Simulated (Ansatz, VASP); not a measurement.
Two plane-wave programs on Be

```
Be
1.0
     1.78531   -3.08981    0.00000
     1.78531    3.08981    0.00000
     0.00000    0.00000    6.19111
Be
8
Direct
  0.90048 0.09952 0.75000
  0.09952 0.90048 0.25000
  0.58094 0.41906 0.75000
  0.41906 0.58094 0.25000
  0.76200 0.23800 0.40972
  0.23800 0.76200 0.90972
  0.23800 0.76200 0.59028
  0.76200 0.23800 0.09028
```

Change from the starting cell: the structure that the rattled graphite type (P6_3/mmc, No. 194) fell into.

Alike in both runs: functional PBEsol; k mesh 12 × 12 × 6; occupations gaussian, width 0.1 eV; no spin polarisation.

Ansatz relaxed the structure, and its values are those at the end. VASP's run is a single point on that final structure, the one shown.

|  | VASP | Ansatz |
| --- | --- | --- |
| version | VASP 6.6.1 | Ansatz 0.2.0 |
| potentials or method | VASP PAW PBE potentials, release 64 (Be), cutoff 520 eV | scalar-relativistic, plane waves, PAW |
| valence electrons in the cell | 16 | 16 |

```csv
,VASP,Ansatz,Ansatz less VASP
gap on the k mesh at the Fermi level (eV),none,none,-
pressure (GPa),0.3,0.0,-0.33
rms of the force components (eV/Å),0.007,0.002,-0.0048
```

VASP's potentials were made for PBE, not for PBEsol. A gap of «none» marks a metal or a gap that the smearing closes.
